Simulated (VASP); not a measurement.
# MoS2 (P6_3/mmc) in VASP: a series of runs, part 2 of 2

VASP 6.6.1. Earlier steps stand in the parts before.

## Step 4: Single point, PBE

File INCAR:

```
SYSTEM = MoS2
ALGO = Normal ; EDIFF = 1E-6
ENCUT = 520 ; GGA = PE
ISIF = 2 ; ISMEAR = 1
LASPH = .TRUE. ; LCHARG = .FALSE.
LREAL = .FALSE. ; LWAVE = .FALSE.
NBANDS = 35 ; NELM = 80
PREC = Accurate ; SIGMA = 0.125
```

File KPOINTS:

```
k-points
0
G
  5 5 2
  0 0 0
```

File POSCAR:

```
MoS2
1.0
    3.1690000000      0.0000000000      0.0000000000
   -1.5845000000      2.7444345000      0.0000000000
    0.0000000000      0.0000000000     12.3240000000
Mo S
2 4
Direct
    0.3333333333      0.6666666667      0.2500000000
    0.6666666667      0.3333333333      0.7500000000
    0.3333333333      0.6666666667      0.6230000000
    0.6666666667      0.3333333333      0.1230000000
    0.3333333333      0.6666666667      0.8770000000
    0.6666666667      0.3333333333      0.3770000000
```

Potentials or basis: VASP PAW PBE potentials, release 64 (Mo_sv, S).

Run with:

```bash
$ cat potpaw_PBE.64/Mo_sv/POTCAR potpaw_PBE.64/S/POTCAR > POTCAR
$ mpirun -np 1 vasp_std > vasp.out
```

OUTCAR:

```text
SYSTEM = MoS2
   EDIFF = 1E-6
   ENCUT = 520
   GGA = PE
   ISIF = 2
   ISMEAR = 1
   LASPH = .TRUE.
   LREAL = .FALSE.
   NELM = 80
   PREC = Accurate

 ion  position               nearest neighbor table
   1  0.333  0.667  0.250-   4 2.41   6 2.41   4 2.41   6 2.41   4 2.41   6 2.41
   2  0.667  0.333  0.750-   3 2.41   5 2.41   3 2.41   5 2.41   3 2.41   5 2.41
   3  0.333  0.667  0.623-   2 2.41   2 2.41   2 2.41
   4  0.667  0.333  0.123-   1 2.41   1 2.41   1 2.41
   5  0.333  0.667  0.877-   2 2.41   2 2.41   2 2.41
   6  0.667  0.333  0.377-   1 2.41   1 2.41   1 2.41

  LATTYP: Found a hexagonal cell.
 ALAT       =     3.1690000000
 C/A-ratio  =     3.8889239508

  Lattice vectors:

 A1 = (   3.1690000000,   0.0000000000,   0.0000000000)
 A2 = (  -1.5845000000,   2.7444345000,   0.0000000000)
 A3 = (   0.0000000000,   0.0000000000,  12.3240000000)

Analysis of symmetry for initial positions (statically):
=====================================================================
 Subroutine PRICEL returns:
 Original cell was already a primitive cell.

 Routine SETGRP: Setting up the symmetry group for a
 hexagonal supercell.

 Subroutine GETGRP returns: Found 24 space group operations
 (whereof 12 operations were pure point group operations)
 out of a pool of 24 trial point group operations.

The static configuration has the point symmetry D_3d.
 The point group associated with its full space group is D_6h.

Analysis of symmetry for dynamics (positions and initial velocities):
=====================================================================
 Subroutine PRICEL returns:
 Original cell was already a primitive cell.

 Routine SETGRP: Setting up the symmetry group for a
 hexagonal supercell.

 Subroutine GETGRP returns: Found 24 space group operations
 (whereof 12 operations were pure point group operations)
 out of a pool of 24 trial point group operations.

The dynamic configuration has the point symmetry D_3d.
 The point group associated with its full space group is D_6h.

 Subroutine INISYM returns: Found 24 space group operations
 (whereof 12 operations are pure point group operations),
 and found     1 'primitive' translations

----------------------------------------------------------------------------------------

                                     Primitive cell

  volume of cell :     107.1832

  direct lattice vectors                    reciprocal lattice vectors
     3.169000000  0.000000000  0.000000000     0.315556958  0.182186895  0.000000000
    -1.584500000  2.744434500  0.000000000     0.000000000  0.364373790  0.000000000
     0.000000000  0.000000000 12.324000000     0.000000000  0.000000000  0.081142486

  length of vectors
     3.169000000  3.168999996 12.324000000     0.364373789  0.364373790  0.081142486

  position of ions in fractional coordinates (direct lattice)
     0.333333333  0.666666667  0.250000000
     0.666666667  0.333333333  0.750000000
[... 36 lines left out ...]
 ===========================================

 Found     10 irreducible k-points:

 Following reciprocal coordinates:
            Coordinates               Weight
  0.000000  0.000000  0.000000      1.000000
  0.200000 -0.000000  0.000000      6.000000
  0.400000  0.000000  0.000000      6.000000
  0.200000  0.200000  0.000000      6.000000
  0.400000  0.200000  0.000000      6.000000
  0.000000  0.000000  0.500000      1.000000
  0.200000 -0.000000  0.500000      6.000000
  0.400000  0.000000  0.500000      6.000000
  0.200000  0.200000  0.500000      6.000000
  0.400000  0.200000  0.500000      6.000000
   k-points           NKPTS =     10   k-points in BZ     NKDIM =     10   number of bands    NBANDS=     35
   number of dos      NEDOS =    301   number of ions     NIONS =      6
   total plane-waves  NPLWV =  55296
   dimension x,y,z NGX =    24 NGY =   24 NGZ =   96
   dimension x,y,z NGXF=    48 NGYF=   48 NGZF=  192
   ions per type =               2   4
   NGX,Y,Z   is equivalent  to a cutoff of  12.59, 12.59, 12.95 a.u.
   NGXF,Y,Z  is equivalent  to a cutoff of  25.18, 25.18, 25.90 a.u.
 SYSTEM =  MoS2
   PREC   = accura    normal or accurate (medium, high low for compatibility)
   ISTART =      0    job   : 0-new  1-cont  2-samecut
   ICHARG =      2    charge: 1-file 2-atom 10-const
   ISPIN  =      1    spin polarized calculation?
   LNONCOLLINEAR =      F non collinear calculations
   LSORBIT =      F    spin-orbit coupling
   LASPH  =      T    aspherical Exc in radial PAW
   ENCUT  =  520.0 eV  38.22 Ry    6.18 a.u.   5.89  5.89 22.91*2*pi/ulx,y,z
   NELM   =     80;   NELMIN=  2; NELMDL= -5     # of ELM steps
   EDIFF  = 0.1E-05   stopping-criterion for ELM
   LREAL  =      F    real-space projection
   EDIFFG = 0.1E-04   stopping-criterion for IOM
   NSW    =      0    number of steps for IOM
   IBRION =     -1    ionic relax: 0-MD 1-quasi-New 2-CG
   NFREE  =      0    steps in history (QN), initial steepest desc. (CG)
   ISIF   =      2    stress and relaxation
   ISYM   =      2    0-nonsym 1-usesym 2-fastsym
   POTIM  = 0.5000    time-step for ionic-motion
   TEBEG  =    0.0;   TEEND  =   0.0 temperature during run
   PSTRESS=    0.0 pullay stress
   NELECT =      52.0000    total number of electrons
   NUPDOWN=      -1.0000    fix difference up-down
   EMIN   =  10.00;   EMAX   =-10.00  energy-range for DOS
   EFERMI =   0.00;   METHOD = LEGACY
   ISMEAR =     1;   SIGMA  =   0.12  broadening in eV -4-tet -1-fermi 0-gaus
   EFERMI_NEDOS =   21; number of points for ismear=-14 and -15
   IALGO  =     38    algorithm
   IMIX   =      4    mixing-type and parameters
     AMIX     =   0.40;   BMIX     =  1.00
     AMIX_MAG =   1.60;   BMIX_MAG =  1.00
  volume/ion in A,a.u.               =      17.86       120.55
  Fermi-wavevector in a.u.,A,eV,Ry     =   1.286373  2.430893 22.514325  1.654756
  Thomas-Fermi vector in A             =   2.418452
   LORBIT       =      0    0 simple, 1 ext, 2 COOP (PROOUT), +10 PAW based schemes
   GGA     = PE    functional components
   LHFCALC =     F    Hartree Fock is set to
   AEXX    =    0.0000 exact exchange contribution
   IVDW    =     0    specifies the selected vdW correction
   LEPSILON=     F    determine dielectric tensor
   LRPA    =     F    only Hartree local field effects (RPA)
 non-spin polarized calculation
 Methfessel and Paxton  Order N= 1 SIGMA  =   0.12
  energy-cutoff  :      520.00
  volume of cell :      107.18
 maximum number of plane-waves:      2908
 NGX is ok and might be reduce to    24
   NGX = 11   NGY = 11   NGZ = 45

 number of electron      51.9999997 magnetization

 Free energy of the ion-electron system (eV)
  ---------------------------------------------------
  ext. energy  EPLUGINS =         0.00000000
  ---------------------------------------------------
  free energy    TOTEN  =       -43.61451251 eV

  energy without entropy =      -43.61466016  energy(sigma->0) =      -43.61456173

 E-fermi :   7.5880     XC(G=0): -10.8174

 val. band max:        7.4829326842   @ k =   0.0000   0.0000   0.0000
 cond. band min:       8.4252799626   @ k =   0.2000   0.2000   0.0000
 fundamental gap:      0.9423472784
 Fermi energy:         7.5880338771

 k-point     1 :       0.0000    0.0000    0.0000
  band No.  band energies     occupation
      1     -54.0242      2.00000
      2     -54.0241      2.00000
      3     -28.1726      2.00000
      4     -28.1725      2.00000
      5     -27.9540      2.00000
      6     -27.9540      2.00000
[... 369 lines left out ...]
     34      11.4178      0.00000
     35      13.7993      0.00000

------------------------ aborting loop because EDIFF is reached ----------------------------------------

  FORCE on cell =-STRESS in cart. coord.  units (eV):
  Direction    XX          YY          ZZ          XY          YZ          ZX
  --------------------------------------------------------------------------------------
  -------------------------------------------------------------------------------------
  Total        1.1511382      1.1511382      1.4157070      0.0000000     -0.0000000      0.0000000
  in kB       17.2072411     17.2072410     21.1620214      0.0000000     -0.0000000      0.0000000
  external PRESSURE =      18.5255012 kB  Pullay stress =       0.0000000 kB

 VOLUME and BASIS-vectors are now :
 -----------------------------------------------------------------------------
  energy-cutoff  :      520.00
  volume of cell :      107.18
      direct lattice vectors                 reciprocal lattice vectors
     3.169000000  0.000000000  0.000000000     0.315556958  0.182186895  0.000000000
    -1.584500000  2.744434500  0.000000000     0.000000000  0.364373790  0.000000000
     0.000000000  0.000000000 12.324000000     0.000000000  0.000000000  0.081142486

 POSITION                                       TOTAL-FORCE (eV/Angst)
 -----------------------------------------------------------------------------------
     -0.00000      1.82962      3.08100         0.000000      0.000000      0.000000
      1.58450      0.91481      9.24300        -0.000000     -0.000000      0.000000
     -0.00000      1.82962      7.67785         0.000000     -0.000000      0.071089
      1.58450      0.91481      1.51585        -0.000000     -0.000000      0.071089
     -0.00000      1.82962     10.80815         0.000000     -0.000000     -0.071089
      1.58450      0.91481      4.64615        -0.000000      0.000000     -0.071089
 -----------------------------------------------------------------------------------
    total drift:                               -0.000000      0.000000     -0.000000

  FREE ENERGIE OF THE ION-ELECTRON SYSTEM (eV)
  ---------------------------------------------------
  free  energy   TOTEN  =       -43.6145125091 eV

  energy  without entropy=      -43.6146601579  energy(sigma->0) =      -43.61456173
```

Wall time 18 s (1 thread of Intel Xeon 6975P-C (Granite Rapids), shared host); peak memory 0.22 GiB.

What came out:

| Quantity | Value |
| --- | --- |
| Free energy | -43.6145 eV |
| Pressure | 1.9 GPa |
| Largest force | 0.071 eV/Å |
| Band gap on the k mesh | 0.94 eV, indirect (least direct gap 2.11 eV) |

Forces in eV/Å, atoms in the order of the input:
```
Mo   0.000  0.000  0.000
Mo   0.000  0.000  0.000
S    0.000  0.000  0.071
S    0.000  0.000  0.071
S    0.000  0.000 -0.071
S    0.000  0.000 -0.071
```

Levels at points of the mesh, in eV from the valence-band top:
```
           k point  band 24  band 25  band 26  band 27  band 28  band 29
(0.00, 0.00, 0.00)    -1.18    -1.14     0.00     2.11     2.11     2.14
(0.00, 0.00, 0.50)    -2.14    -0.26    -0.26     2.12     2.12     2.12
```

Caveat: the k points lie up to 0.46 Å⁻¹ apart; this functional lacks dispersion, which binds the layers, so the pressure and a relaxed spacing across them are unreliable.

## Step 5: Single point, PBE

File INCAR:

```
PREC     = Accurate       # precision mode
ENCUT    = 520            # plane-wave cutoff, eV
EDIFF    = 1E-6           # SCF threshold, eV
ISMEAR   = 1              # smearing method
SIGMA    = 0.15           # smearing width, eV
LREAL    = False          # projectors in reciprocal space
LASPH    = True           # aspherical terms in the spheres
NELM     = 80             # most SCF steps
ALGO     = Normal         # electronic algorithm
ISIF     = 2              # what is computed and relaxed
LWAVE    = False          # write WAVECAR
LCHARG   = False          # write CHGCAR
GGA      = PE             # functional
NBANDS   = 35             # bands
```

File KPOINTS:

```
regular mesh
0
Gamma
  7 7 2
```

POSCAR is that of step 4.

Run with:

```bash
$ cat potpaw_PBE.64/Mo_sv/POTCAR potpaw_PBE.64/S/POTCAR > POTCAR
$ mpirun -np 1 vasp_std > vasp.out
```

Wall time 25 s (1 thread of Intel Xeon 6975P-C (Granite Rapids), shared host); peak memory 0.24 GiB.

Results (log left out):

- Free energy: -43.6149 eV
- Pressure: 1.8 GPa
- Largest force: 0.078 eV/Å
- Band gap on the k mesh: 1.00 eV, indirect (least direct gap 2.05 eV)

Forces in eV/Å, atoms in the order of the input:
```
Mo   0.000  0.000  0.000
Mo   0.000  0.000  0.000
S    0.000  0.000  0.078
S    0.000  0.000  0.078
S    0.000  0.000 -0.078
S    0.000  0.000 -0.078
```

Stress tensor (GPa, compression positive):
```
1.73 0.00 0.00
0.00 1.73 0.00
0.00 0.00 2.08
```

Levels at points of the mesh, in eV from the valence-band top:
```tsv
k point	band 22	band 23	band 24	band 25	band 26	band 27	band 28	band 29	band 30	band 31
(0.00, 0.00, 0.00)	-2.12	-2.12	-1.18	-1.14	0.00	2.11	2.11	2.14	2.14	2.27
(0.00, 0.00, 0.50)	-2.14	-2.14	-2.14	-0.26	-0.26	2.11	2.11	2.11	2.11	2.37
```

Caveat: this functional lacks dispersion, which binds the layers, so the pressure and a relaxed spacing across them are unreliable.

## Step 6: Summary

| k mesh | smearing | gap on the mesh (eV) | pressure (GPa) | largest force (eV/Å) |
| --- | --- | --- | --- | --- |
| 3 × 3 × 1 | methfessel-paxton 0.15 eV | 1.11 | 1.9 | 0.30 |
| 4 × 4 × 1 | methfessel-paxton 0.15 eV | 1.22 | 1.6 | 0.14 |
| 5 × 5 × 2 | methfessel-paxton 0.125 eV | 0.94 | 1.9 | 0.07 |
| 7 × 7 × 2 | methfessel-paxton 0.15 eV | 1.00 | 1.8 | 0.08 |

Alike in all rows: task single point; level PBE; potentials or basis VASP PAW PBE potentials, release 64 (Mo_sv, S); no spin polarisation; cell as given; cutoff (eV) 520.

Caveats: some runs use coarse meshes; this functional lacks dispersion, which binds the layers, so the pressure and a relaxed spacing across them are unreliable.

Total energies depend on the potentials used, so only differences within one code and one set of settings carry meaning.

## Step 7: How close it comes

Step 5. A measured gap of MoS2 is 1.3 eV (indirect; 300 K; “Multiwavelength excitation Raman Scattering Analysis of bulk and 2 dimensional MoS2: Vibrational properties of atomically thin MoS2 layers”, 2015, arxiv:1506.03228); the calculated 1.00 eV misses it by -0.30 eV. Spin-orbit coupling on Mo is left out. The value is that of PBE on a finite k mesh, which can miss the band edges, without temperature or zero-point motion. Semilocal functionals fall short of measured gaps as a rule.
